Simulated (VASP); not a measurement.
Set up this calculation in VASP 6.6.1, as the native input.

- Task: single point
- Functional: r2SCAN
- Potentials or basis: VASP PAW PBE potentials, release 64 (Sn_d, Te)
- Cutoff: 520 eV
- k mesh: 6 × 6 × 6
- Occupations: gaussian, width 0.05 eV
- Spin: no spin polarisation
- Dipole correction: no
- Further INCAR settings: ALGO = Normal; EDIFF = 1e-06; NBANDS = 17

The system is SnTe.

```
Sn Te
1.0
     0.00000    3.14723    3.14723
     3.14723    0.00000    3.14723
     3.14723    3.14723    0.00000
Sn Te
1 1
Direct
  0.50000 0.50000 0.50000
  0.00000 0.00000 0.00000
```

This cell differs from its parent crystal: volume scaled by 0.96.

One way to write it, as run:

POSCAR

```
SnTe
1.0
    0.0000000000      3.1472262088      3.1472262088
    3.1472262088      0.0000000000      3.1472262088
    3.1472262088      3.1472262088      0.0000000000
Sn Te
1 1
Direct
    0.5000000000      0.5000000000      0.5000000000
    0.0000000000      0.0000000000      0.0000000000
```

INCAR.step1

```
SYSTEM = SnTe
PREC = Accurate
ENCUT = 520
ISMEAR = 0
SIGMA = 0.05
LREAL = .FALSE.
LASPH = .TRUE.
NELM = 80
NBANDS = 17
GGA = PE
ALGO = Normal
EDIFF = 1E-4
LWAVE = .TRUE.
LCHARG = .FALSE.
```

INCAR.step2

```
SYSTEM = SnTe
PREC = Accurate
ENCUT = 520
EDIFF = 1E-6
ISMEAR = 0
SIGMA = 0.05
LREAL = .FALSE.
LASPH = .TRUE.
NELM = 80
ALGO = Normal
ISIF = 2
LWAVE = .FALSE.
LCHARG = .FALSE.
METAGGA = R2SCAN
LMIXTAU = .TRUE.
NBANDS = 17
ISTART = 1
```

KPOINTS

```
Automatic mesh
0
G
  6 6 6
  0 0 0
```

Potentials or basis: VASP PAW PBE potentials, release 64 (Sn_d, Te).

Run with:

```bash
$ cat potpaw_PBE.64/Sn_d/POTCAR potpaw_PBE.64/Te/POTCAR > POTCAR
$ cp INCAR.step1 INCAR
$ mpirun -np 1 vasp_std > vasp.out
$ cp INCAR.step2 INCAR
$ mpirun -np 1 vasp_std > vasp.out
```

It gave:

The pressure is 1.9 GPa. The band gap on the k mesh is 0.02 eV, direct.

Caveat: the PAW data sets were made with another functional, which shifts forces and pressure a little; spin-orbit coupling is left out, which moves the levels of the heavy elements.

Run time: 71 s on 1 thread of AMD EPYC 9R45 (Zen 5), with other jobs on the host, peak memory 0.18 GiB.
